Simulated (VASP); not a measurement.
# CoO (I4/mmm) in VASP: notebook, part 2 of 2

VASP 6.6.1. The steps go on from the part before.

## 3. Single point, PBE, collinear spin, ferromagnetic start

File INCAR:

```
ALGO = Normal ; EDIFF = 1E-7
ENCUT = 520 ; GGA = PE
ISIF = 2 ; ISMEAR = 0
ISPIN = 2 ; LASPH = T
LCHARG = F ; LMAXMIX = 4
LORBIT = 11 ; LREAL = F
LWAVE = F ; MAGMOM = 2.73 0.35
NBANDS = 18 ; NELM = 150
PREC = Accurate ; SIGMA = 0.1
```

File KPOINTS:

```
k-points
0
Gamma
  10 10 10
```

File POSCAR:

```
CoO
1.0
   -1.5024532221      1.5024532221      2.1215428912
    1.5024532221     -1.5024532221      2.1215428912
    1.5024532221      1.5024532221     -2.1215428912
Co O
1 1
Direct
    0.0000000000      0.0000000000      0.0000000000
    0.5000000000      0.5000000000      0.0000000000
```

Potentials or basis: VASP PAW PBE potentials, release 64 (Co, O).

The run is started by

```bash
$ cat potpaw_PBE.64/Co/POTCAR potpaw_PBE.64/O/POTCAR > POTCAR
$ mpirun -np 1 vasp_std > vasp.out
```

OUTCAR:

```text
EDIFF = 1E-7
   ENCUT = 520
   GGA = PE
   ISIF = 2
   ISMEAR = 0
   ISPIN = 2
   LASPH = T
   LORBIT = 11
   LREAL = F
   NELM = 150
   PREC = Accurate

 ion  position               nearest neighbor table
   1  0.000  0.000  0.000-   2 2.12   2 2.12   2 2.12   2 2.12   2 2.12   2 2.12
   2  0.500  0.500  0.000-   1 2.12   1 2.12   1 2.12   1 2.12   1 2.12   1 2.12

  LATTYP: Found a body centered tetragonal cell.
 ALAT       =     3.0049064442
 C/A-ratio  =     1.4120525418
[... 1226 lines left out ...]
  in kB       -5.5966055     -5.5966055     -5.2502491      0.0000000     -0.0000000      0.0000000
  external PRESSURE =      -5.4811533 kB  Pullay stress =       0.0000000 kB

 VOLUME and BASIS-vectors are now :
 -----------------------------------------------------------------------------
  energy-cutoff  :      520.00
  volume of cell :       19.16
      direct lattice vectors                 reciprocal lattice vectors
    -1.502453222  1.502453222  2.121542891     0.000000000  0.332789063  0.235677535
     1.502453222 -1.502453222  2.121542891     0.332789063  0.000000000  0.235677535
     1.502453222  1.502453222 -2.121542891     0.332789063  0.332789063  0.000000000

 POSITION                                       TOTAL-FORCE (eV/Angst)
 -----------------------------------------------------------------------------------
      0.00000      0.00000      0.00000        -0.000000      0.000000     -0.000000
      0.00000      0.00000      2.12154         0.000000     -0.000000      0.000000
 -----------------------------------------------------------------------------------
    total drift:                               -0.000000      0.000000     -0.000000

  FREE ENERGIE OF THE ION-ELECTRON SYSTEM (eV)
  ---------------------------------------------------
  free  energy   TOTEN  =       -13.0571542625 eV

  energy  without entropy=      -13.0361263123  energy(sigma->0) =      -13.04664029

 total charge

# of ion       s       p       d       tot
------------------------------------------
    1        0.296   0.362   7.149   7.807
    2        1.556   3.428   0.000   4.984
--------------------------------------------------
tot          1.852   3.789   7.149  12.791

 magnetization (x)

# of ion       s       p       d       tot
------------------------------------------
    1        0.021   0.018   2.510   2.548
    2        0.029   0.266   0.000   0.295
--------------------------------------------------
tot          0.050   0.284   2.510   2.843
```

OSZICAR:

```text
N       E                     dE             d eps       ncg     rms          rms(c)
DAV:   1     0.790263080509E+02    0.79026E+02   -0.67567E+03  7608   0.964E+02
DAV:   2    -0.106648528193E+02   -0.89691E+02   -0.77005E+02  7698   0.223E+02
[... 12 lines left out ...]
DAV:  15    -0.130571711394E+02   -0.69420E-06   -0.13810E-06 10152   0.214E-02    0.614E-02
DAV:  16    -0.130571596113E+02    0.11528E-04   -0.13426E-04  9372   0.207E-01    0.468E-02
DAV:  17    -0.130571559998E+02    0.36115E-05   -0.18594E-05  8738   0.880E-02    0.223E-02
DAV:  18    -0.130571544798E+02    0.15200E-05   -0.36341E-06 10426   0.429E-02    0.935E-03
DAV:  19    -0.130571540873E+02    0.39255E-06   -0.23411E-06 10798   0.292E-02    0.273E-03
DAV:  20    -0.130571542667E+02   -0.17936E-06   -0.32955E-07  7986   0.556E-03    0.113E-03
DAV:  21    -0.130571542625E+02    0.41709E-08   -0.13322E-08  4070   0.159E-03
   1 F= -.13057154E+02 E0= -.13046640E+02  d E =-.210280E-01  mag=     2.8933
```

stdout:

```text
POSCAR found type information on POSCAR CoO
 POSCAR found :  2 types and       2 ions
 scaLAPACK will be used
 LDA part: xc-table for (Slater+PW92), standard interpolation
 POSCAR, INCAR and KPOINTS ok, starting setup
 FFT: planning ... GRIDC
 FFT: planning ... GRID_SOFT
 FFT: planning ... GRID
 WAVECAR not read
 entering main loop
```

Run time: 2.2 min. Hardware: 1 thread of Intel Xeon 8259CL, shared host; peak memory 0.19 GiB.

What came out:

```yaml
Free_energy: -13.0572 eV
Pressure: -0.5 GPa
Net_moment: 2.89 μB per cell
Site_moments: Co +2.55; O +0.29 μB
Valence_electrons_inside_the_program's_atomic_spheres: Co 7.81; O 4.98
```

Caveat: a cell with one magnetic atom can't hold antiferromagnetic order, which such compounds often take; semilocal functionals often make such compounds metallic where correlation or magnetic order opens a gap, which also shifts bond lengths.

## 4. Relaxation of cell and atoms, PBE, collinear spin, ferromagnetic start

File INCAR:

```
SYSTEM = CoO
PREC = Accurate
ENCUT = 600
EDIFF = 1E-6
ISMEAR = 0
SIGMA = 0.1
LREAL = .FALSE.
LASPH = .TRUE.
NELM = 150
ALGO = Normal
ISIF = 3
LWAVE = .FALSE.
LCHARG = .FALSE.
ISPIN = 2
MAGMOM = 2.73 0.35
LORBIT = 11
LMAXMIX = 4
GGA = PE
IBRION = 2
NSW = 80
EDIFFG = -0.01
```

File KPOINTS:

```
regular mesh
0
G
  8 8 8
  0 0 0
```

File POSCAR:

```
CoO
1.0
   -1.5080001529      1.5080001529      2.1072499549
    1.5080001529     -1.5080001529      2.1072499549
    1.5080001529      1.5080001529     -2.1072499549
Co O
1 1
Direct
    0.0000000000      0.0000000000      0.0000000000
    0.5000000000      0.5000000000      0.0000000000
```

The run is started by

```bash
$ cat potpaw_PBE.64/Co/POTCAR potpaw_PBE.64/O/POTCAR > POTCAR
$ mpirun -np 1 vasp_std > vasp.out
```

It took 1.9 min on 1 thread of Intel Xeon 8259CL, shared host; peak memory 0.17 GiB.

It converged, with:

```
Free energy                                           : -13.0608 eV
Relaxed volume                                        : 9.52 Å³/atom
Relaxed cell                                          : a = 2.992 Å, b = 2.992 Å, c = 2.992 Å, α = 119.61°, β = 119.61°, γ = 90.67°
Space group after relaxing (to 0.1 Å)                 : Fm-3m (No. 225)
Energy gained by relaxing                             : 0.2 meV/atom
Ionic steps                                           : 4
Pressure after relaxing                               : 0.0 GPa
Net moment                                            : 2.85 μB per cell
Site moments                                          : Co +2.52; O +0.28 μB
Valence electrons inside the program's atomic spheres : Co 7.82; O 4.98
```

Stress tensor (GPa, compression positive):
```
-0.06  0.00  0.00
 0.00 -0.06  0.00
 0.00  0.00  0.12
```

Step by step:
```tsv
step	energy change (eV)	largest force (eV/Å)	pressure (GPa)	volume (Å³)
1	0.0000	0.0000	-1.15	19.17
2	-0.0003	0.0000	0.65	18.98
3	-0.0005	0.0000	0.04	19.04
4	-0.0005	0.0000	0.00	19.05
```

Final structure:
```yaml
crystal:
  lattice:
    - [-1.50467, 1.50467, 2.10307]
    - [1.50467, -1.50467, 2.10307]
    - [1.50467, 1.50467, -2.10307]
  atoms:
    - { symbol: Co, position: [0.00000, 0.00000, 0.00000] }
    - { symbol: O, position: [0.50000, 0.50000, 0.00000] }
```

Levels at points of the mesh, in eV from the Fermi level:
Spin up:
```csv
k point,band 7,band 8,band 9,band 10,band 11,band 12
"(0.00, 0.00, 0.00)",-3.10,-3.10,-2.97,1.08,16.91,18.24
"(0.50, 0.00, 0.00)",-1.76,0.12,0.19,5.11,9.48,13.41
"(0.50, 0.50, 0.00)",-2.36,-2.05,-1.97,5.98,9.87,11.80
"(0.50, 0.50, 0.50)",-2.37,-2.06,-2.06,5.98,10.02,11.68
```
Spin down:
| k point | band 4 | band 5 | band 6 | band 7 | band 8 | band 9 |
| --- | --- | --- | --- | --- | --- | --- |
| (0.00, 0.00, 0.00) | -2.63 | -1.14 | -1.14 | -1.11 | 0.02 | 0.06 |
| (0.50, 0.00, 0.00) | -4.72 | -0.16 | -0.11 | 0.17 | 2.71 | 2.75 |
| (0.50, 0.50, 0.00) | -3.85 | -2.27 | 0.10 | 0.14 | 0.50 | 1.02 |
| (0.50, 0.50, 0.50) | -3.93 | -2.29 | 0.13 | 0.13 | 0.57 | 0.98 |

Caveat: a cell with one magnetic atom can't hold antiferromagnetic order, which such compounds often take; semilocal functionals often make such compounds metallic where correlation or magnetic order opens a gap, which also shifts bond lengths. With open d or f shells a metallic result of PBE can be an artefact of self-interaction; +U or a hybrid may open a gap.

## 5. Overview

```csv
task,cell,k mesh,cutoff (eV),gap on the mesh (eV),pressure (GPa),moment (μB),relaxed volume (Å³/atom)
relaxation of cell and atoms,"relaxed from a = 2.998 Å, angles 119.6, 119.6, 90.7°, 2 atoms",6 × 6 × 6,600,none,0.0,2.71,9.44
single point,"a = 3.003 Å, angles 119.9, 119.9, 90.1°, 2 atoms",10 × 10 × 10,520,none,-0.5,2.89,-
relaxation of cell and atoms,"relaxed from a = 2.998 Å, angles 119.6, 119.6, 90.7°, 2 atoms",8 × 8 × 8,600,none,0.0,2.85,9.52
```

Alike in all rows: level PBE; potentials or basis VASP PAW PBE potentials, release 64 (Co, O); spin collinear, ferromagnetic start; smearing gaussian 0.1 eV.

Caveats: some runs use coarse meshes; a cell with one magnetic atom can't hold antiferromagnetic order, which such compounds often take; semilocal functionals often make such compounds metallic where correlation or magnetic order opens a gap, which also shifts bond lengths.

Absolute energies hang on the potentials; compare differences alone.
